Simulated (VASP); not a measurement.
# Zr (Pm-3m) in VASP: notebook

Zr is run at these levels: LDA; tasks: single point.

All numbers are computed with VASP 6.6.1; they aren't measurements. Logs are shortened: lines on timing, memory, paths and dates and some standing lists are left out, and cuts for length are marked.

## 1. The cell of the first run

It takes space group Pm-3m (No. 221, cubic). The conventional cell has a = 2.252 Å, b = 2.252 Å, c = 2.252 Å, α = 90.00°, β = 90.00°, γ = 90.00°. Within 3.0 Å of Zr (site symmetry m-3m) lie 6 Zr at 2.25 Å.

## 2. Single point, LDA

INCAR reads:

```
SYSTEM = Zr
PREC = Accurate
ENCUT = 520
EDIFF = 1E-6
ISMEAR = -1
SIGMA = 0.1
LREAL = .FALSE.
LASPH = .TRUE.
NELM = 100
ALGO = Normal
ISIF = 2
LWAVE = .FALSE.
LCHARG = .FALSE.
GGA = CA
NBANDS = 12
```

KPOINTS reads:

```
Automatic mesh
0
G
  17 17 17
  0 0 0
```

POSCAR reads:

```
Zr
1.0
    2.2524762822      0.0000000000      0.0000000000
    0.0000000000      2.2524762822      0.0000000000
    0.0000000000      0.0000000000      2.2524762822
Zr
1
Direct
    0.0000000000      0.0000000000      0.0000000000
```

Potentials or basis: VASP PAW LDA potentials, release 64 (Zr_sv).

Run with:

```bash
$ cat potpaw_LDA.64/Zr_sv/POTCAR > POTCAR
$ mpirun -np 1 vasp_std > vasp.out
```

OUTCAR:

```text
SYSTEM = Zr
   PREC = Accurate
   ENCUT = 520
   EDIFF = 1E-6
   ISMEAR = -1
   LREAL = .FALSE.
   LASPH = .TRUE.
   NELM = 100
   ISIF = 2
   GGA = CA

 ion  position               nearest neighbor table
   1  0.000  0.000  0.000-

  LATTYP: Found a simple cubic cell.
 ALAT       =     2.2524762822

  Lattice vectors:

 A1 = (   2.2524762822,   0.0000000000,   0.0000000000)
 A2 = (   0.0000000000,   2.2524762822,   0.0000000000)
 A3 = (   0.0000000000,   0.0000000000,   2.2524762822)

Analysis of symmetry for initial positions (statically):
=====================================================================
 Subroutine PRICEL returns:
 Original cell was already a primitive cell.

 Routine SETGRP: Setting up the symmetry group for a
 simple cubic supercell.

 Subroutine GETGRP returns: Found 48 space group operations
 (whereof 48 operations were pure point group operations)
 out of a pool of 48 trial point group operations.

The static configuration has the point symmetry O_h .

Analysis of symmetry for dynamics (positions and initial velocities):
=====================================================================
 Subroutine PRICEL returns:
 Original cell was already a primitive cell.

 Routine SETGRP: Setting up the symmetry group for a
 simple cubic supercell.

 Subroutine GETGRP returns: Found 48 space group operations
 (whereof 48 operations were pure point group operations)
 out of a pool of 48 trial point group operations.

The dynamic configuration has the point symmetry O_h .

 Subroutine INISYM returns: Found 48 space group operations
 (whereof 48 operations are pure point group operations),
 and found     1 'primitive' translations

----------------------------------------------------------------------------------------

                                     Primitive cell

  volume of cell :      11.4283

  direct lattice vectors                    reciprocal lattice vectors
     2.252476282  0.000000000  0.000000000     0.443955840  0.000000000  0.000000000
     0.000000000  2.252476282  0.000000000     0.000000000  0.443955840  0.000000000
     0.000000000  0.000000000  2.252476282     0.000000000  0.000000000  0.443955840

  length of vectors
     2.252476282  2.252476282  2.252476282     0.443955840  0.443955840  0.443955840

  position of ions in fractional coordinates (direct lattice)
     0.000000000  0.000000000  0.000000000

  ion indices of the primitive-cell ions
   primitive index   ion index
                 1           1

----------------------------------------------------------------------------------------

 KPOINTS: Automatic mesh

Automatic generation of k-mesh.
 Grid dimensions read from file:
 generate k-points for:   17   17   17

 Generating k-lattice:

  Cartesian coordinates                     Fractional coordinates (reciprocal lattice)
     0.026115049  0.000000000  0.000000000     0.058823529  0.000000000  0.000000000
     0.000000000  0.026115049  0.000000000     0.000000000  0.058823529  0.000000000
     0.000000000  0.000000000  0.026115049     0.000000000  0.000000000  0.058823529

  Length of vectors
     0.026115049  0.026115049  0.026115049

  Shift w.r.t. Gamma in fractional coordinates (k-lattice)
     0.000000000  0.000000000  0.000000000

 Subroutine IBZKPT returns following result:
 ===========================================

 Found    165 irreducible k-points:

 Following reciprocal coordinates:
            Coordinates               Weight
  0.000000  0.000000  0.000000      1.000000
  0.058824  0.000000  0.000000      6.000000
  0.117647  0.000000  0.000000      6.000000
  0.176471  0.000000  0.000000      6.000000
  0.235294  0.000000  0.000000      6.000000
  0.294118  0.000000  0.000000      6.000000
[... 16 lines left out ...]
  0.411765  0.117647  0.000000     24.000000
  0.470588  0.117647  0.000000     24.000000
 [... further k-points ...]
   k-points           NKPTS =    165   k-points in BZ     NKDIM =    165   number of bands    NBANDS=     12
   number of dos      NEDOS =    301   number of ions     NIONS =      1
   total plane-waves  NPLWV =   5832
   dimension x,y,z NGX =    18 NGY =   18 NGZ =   18
   dimension x,y,z NGXF=    36 NGYF=   36 NGZF=   36
   ions per type =               1
   NGX,Y,Z   is equivalent  to a cutoff of  13.29, 13.29, 13.29 a.u.
   NGXF,Y,Z  is equivalent  to a cutoff of  26.57, 26.57, 26.57 a.u.
 SYSTEM =  Zr
   PREC   = accura    normal or accurate (medium, high low for compatibility)
   ISTART =      0    job   : 0-new  1-cont  2-samecut
   ICHARG =      2    charge: 1-file 2-atom 10-const
   ISPIN  =      1    spin polarized calculation?
   LNONCOLLINEAR =      F non collinear calculations
   LSORBIT =      F    spin-orbit coupling
   LASPH  =      T    aspherical Exc in radial PAW
   ENCUT  =  520.0 eV  38.22 Ry    6.18 a.u.   4.19  4.19  4.19*2*pi/ulx,y,z
   NELM   =    100;   NELMIN=  2; NELMDL= -5     # of ELM steps
   EDIFF  = 0.1E-05   stopping-criterion for ELM
   LREAL  =      F    real-space projection
   EDIFFG = 0.1E-04   stopping-criterion for IOM
   NSW    =      0    number of steps for IOM
   IBRION =     -1    ionic relax: 0-MD 1-quasi-New 2-CG
   NFREE  =      0    steps in history (QN), initial steepest desc. (CG)
   ISIF   =      2    stress and relaxation
   ISYM   =      2    0-nonsym 1-usesym 2-fastsym
   POTIM  = 0.5000    time-step for ionic-motion
   TEBEG  =    0.0;   TEEND  =   0.0 temperature during run
   PSTRESS=    0.0 pullay stress
   NELECT =      12.0000    total number of electrons
   NUPDOWN=      -1.0000    fix difference up-down
   EMIN   =  10.00;   EMAX   =-10.00  energy-range for DOS
   EFERMI =   0.00;   METHOD = LEGACY
   ISMEAR =    -1;   SIGMA  =   0.10  broadening in eV -4-tet -1-fermi 0-gaus
   EFERMI_NEDOS =   21; number of points for ismear=-14 and -15
   IALGO  =     38    algorithm
   IMIX   =      4    mixing-type and parameters
     AMIX     =   0.40;   BMIX     =  1.00
     AMIX_MAG =   1.60;   BMIX_MAG =  1.00
  volume/ion in A,a.u.               =      11.43        77.12
  Fermi-wavevector in a.u.,A,eV,Ry     =   1.663955  3.144420 37.671099  2.768748
  Thomas-Fermi vector in A             =   2.750583
   LORBIT       =      0    0 simple, 1 ext, 2 COOP (PROOUT), +10 PAW based schemes
   GGA     = CA    functional components
   LHFCALC =     F    Hartree Fock is set to
   AEXX    =    0.0000 exact exchange contribution
   IVDW    =     0    specifies the selected vdW correction
   LEPSILON=     F    determine dielectric tensor
   LRPA    =     F    only Hartree local field effects (RPA)
 non-spin polarized calculation
  energy-cutoff  :      520.00
  volume of cell :       11.43
 maximum number of plane-waves:       320
 NGX is ok and might be reduce to    18
   NGX =  9   NGY =  9   NGZ =  9

 number of electron      12.0000000 magnetization

 Free energy of the ion-electron system (eV)
  ---------------------------------------------------
  ext. energy  EPLUGINS =         0.00000000
  ---------------------------------------------------
  free energy    TOTEN  =        -4.15888294 eV

  energy without entropy =       -4.13994206  energy(sigma->0) =       -4.14941250

 E-fermi :  19.1571     XC(G=0): -14.8825

 val. band max:       19.1277157422   @ k =   0.4118   0.4118   0.0000
 cond. band min:      19.1713603039   @ k =   0.4118   0.3529   0.0588
 fundamental gap:      0.0436445617
 Fermi energy:        19.1570640498

 k-point     1 :       0.0000    0.0000    0.0000
  band No.  band energies     occupation
      1     -31.2787      2.00000
      2      -4.6160      2.00000
      3      -4.6160      2.00000
      4      -4.6160      2.00000
      5      13.9557      2.00000
      6      13.9557      2.00000
      7      14.7881      2.00000
      8      31.1534      0.00000
      9      31.1534      0.00000
     10      31.1534      0.00000
     11      40.3157      0.00000
     12      40.3157      0.00000

 k-point     2 :       0.0588    0.0000    0.0000
  band No.  band energies     occupation
      1     -31.2321      2.00000
      2      -4.9690      2.00000
      3      -4.5871      2.00000
      4      -4.5871      2.00000
      5      14.0114      2.00000
      6      14.2807      2.00000
      7      15.0599      2.00000
      8      30.6023      0.00000
      9      30.6023      0.00000
     10      31.1860      0.00000
     11      39.6167      0.00000
     12      40.8200      0.00000

 k-point     3 :       0.1176    0.0000    0.0000
  band No.  band energies     occupation
      1     -31.0958      2.00000
      2      -5.9079      2.00000
      3      -4.5038      2.00000
      4      -4.5038      2.00000
      5      14.1745      2.00000
      6      14.7542      2.00000
      7      16.2390      2.00000
      8      29.2961      0.00000
      9      29.2961      0.00000
     10      31.2806      0.00000
     11      38.0341      0.00000
     12      41.9338      0.00000

 k-point     4 :       0.1765    0.0000    0.0000
  band No.  band energies     occupation
      1     -30.8816      2.00000
      2      -7.1797      2.00000
      3      -4.3750      2.00000
      4      -4.3750      2.00000
      5      14.4328      2.00000
      6      15.2205      2.00000
      7      18.1618      1.99990
      8      27.7414      0.00000
      9      27.7414      0.00000
     10      31.4275      0.00000
     11      36.2838      0.00000
     12      40.0723      0.00000

 k-point     5 :       0.2353    0.0000    0.0000
  band No.  band energies     occupation
      1     -30.6096      2.00000
      2      -8.5485      2.00000
      3      -4.2158      2.00000
      4      -4.2158      2.00000
      5      14.7643      2.00000
      6      15.7987      2.00000
      7      20.3080      0.00002
      8      26.2264      0.00000
      9      26.2264      0.00000
     10      31.6102      0.00000
     11      34.8468      0.00000
     12      37.8343      0.00000
[... 228 lines left out ...]
      1     -30.1293      2.00000
      2      -9.6842      2.00000
      3      -5.2595      2.00000
      4      -3.9390      2.00000
      5      15.8529      2.00000
      6      17.5486      2.00000
      7      20.8072      0.00000
      8      25.0636      0.00000
      9      25.0794      0.00000
     10      30.1788      0.00000
     11      34.8009      0.00000
     12      38.0579      0.00000

 k-point    22 :       0.3529    0.1176    0.0000
  band No.  band energies     occupation
      1     -29.8424      2.00000
      2     -10.7653      2.00000
      3      -5.0784      2.00000
      4      -3.7833      2.00000
      5      16.2783      2.00000
      6      17.9847      1.99998
      7      20.4981      0.00000
      8      24.0317      0.00000
      9      25.7991      0.00000
     10      30.4009      0.00000
     11      34.9263      0.00000
     12      36.8010      0.00000

 k-point    23 :       0.4118    0.1176    0.0000
  band No.  band energies     occupation
      1     -29.6133      2.00000
      2     -11.5470      2.00000
      3      -4.9379      2.00000
      4      -3.6630      2.00000
      5      16.6205      2.00000
      6      18.3027      1.99961
      7      20.1108      0.00014
      8      23.3022      0.00000
      9      26.0108      0.00000
     10      30.5766      0.00000
     11      35.2720      0.00000
     12      37.0824      0.00000

 k-point    24 :       0.4706    0.1176    0.0000
  band No.  band energies     occupation
      1     -29.4852      2.00000
      2     -11.9578      2.00000
      3      -4.8610      2.00000
      4      -3.5975      2.00000
      5      16.8127      2.00000
      6      18.4212      1.99873
      7      19.9708      0.00058
      8      22.9281      0.00000
      9      25.8964      0.00000
     10      30.6739      0.00000
     11      34.9257      0.00000
     12      38.8086      0.00000

 [... further k-points ...]

------------------------ aborting loop because EDIFF is reached ----------------------------------------

  FORCE on cell =-STRESS in cart. coord.  units (eV):
  Direction    XX          YY          ZZ          XY          YZ          ZX
  --------------------------------------------------------------------------------------
  -------------------------------------------------------------------------------------
  Total       15.9578799     15.9578799     15.9578799      0.0000000      0.0000000      0.0000000
  in kB     2237.2014676   2237.2014676   2237.2014676      0.0000000      0.0000000      0.0000000
  external PRESSURE =    2237.2014676 kB  Pullay stress =       0.0000000 kB

 VOLUME and BASIS-vectors are now :
 -----------------------------------------------------------------------------
  energy-cutoff  :      520.00
  volume of cell :       11.43
      direct lattice vectors                 reciprocal lattice vectors
     2.252476282  0.000000000  0.000000000     0.443955840  0.000000000  0.000000000
     0.000000000  2.252476282  0.000000000     0.000000000  0.443955840  0.000000000
     0.000000000  0.000000000  2.252476282     0.000000000  0.000000000  0.443955840

 POSITION                                       TOTAL-FORCE (eV/Angst)
 -----------------------------------------------------------------------------------
      0.00000      0.00000      0.00000         0.000000      0.000000      0.000000
 -----------------------------------------------------------------------------------
    total drift:                                0.000000      0.000000      0.000000

  FREE ENERGIE OF THE ION-ELECTRON SYSTEM (eV)
  ---------------------------------------------------
  free  energy   TOTEN  =        -4.1588829362 eV

  energy  without entropy=       -4.1399420587  energy(sigma->0) =       -4.14941250
```

It took 6.9 s on 1 thread of Intel Xeon 6975P-C (Granite Rapids), shared host; peak memory 0.13 GiB.

What came out:

```
Free energy            : -4.1589 eV
Pressure               : 223.7 GPa
Band gap on the k mesh : zero (band 6 reaches 21.26 eV, above the bottom of band 7 at 13.54 eV)
```

Levels at points of the mesh, in eV from the Fermi level:
| k point | band 3 | band 4 | band 5 | band 6 | band 7 | band 8 | band 9 | band 10 |
| --- | --- | --- | --- | --- | --- | --- | --- | --- |
| (0.00, 0.00, 0.00) | -23.77 | -23.77 | -5.20 | -5.20 | -4.37 | 12.00 | 12.00 | 12.00 |

## 3. Single point, LDA

INCAR reads:

```
SYSTEM = Zr
  PREC = Accurate
  ENCUT = 520
  EDIFF = 1E-7
  ISMEAR = -1
  SIGMA = 0.1
  LREAL = .FALSE.
  LASPH = .TRUE.
  NELM = 60
  ALGO = Normal
  ISIF = 2
  LWAVE = .FALSE.
  LCHARG = .TRUE.
  GGA = CA
  LELF = .TRUE.
  LVHAR = .TRUE.
  NBANDS = 12
```

KPOINTS reads:

```
regular mesh
0
G
  17 17 17
  0 0 0
```

POSCAR reads:

```
Zr
1.0
    2.2526488844      0.0000000000      0.0000000000
    0.0000000000      2.2526488844      0.0000000000
    0.0000000000      0.0000000000      2.2526488844
Zr
1
Direct
    0.0000000000      0.0000000000      0.0000000000
```

Potentials or basis: VASP PAW LDA potentials, release 64 (Zr_sv).

Run with:

```bash
$ cat potpaw_LDA.64/Zr_sv/POTCAR > POTCAR
$ mpirun -np 1 vasp_std > vasp.out
```

It took 8.1 s on 1 thread of Intel Xeon 6975P-C (Granite Rapids), shared host; peak memory 0.13 GiB.

Results (log left out):

```
Free energy            : -4.1625 eV
Pressure               : 223.5 GPa
Band gap on the k mesh : zero (band 6 reaches 21.25 eV, above the bottom of band 7 at 13.53 eV)
```

Levels at points of the mesh, in eV from the Fermi level:
```
           k point  band 2  band 3  band 4  band 5  band 6  band 7  band 8  band 9  band 10  band 11
(0.00, 0.00, 0.00)  -23.77  -23.77  -23.77   -5.20   -5.20   -4.37   11.99   11.99    11.99    21.16
```
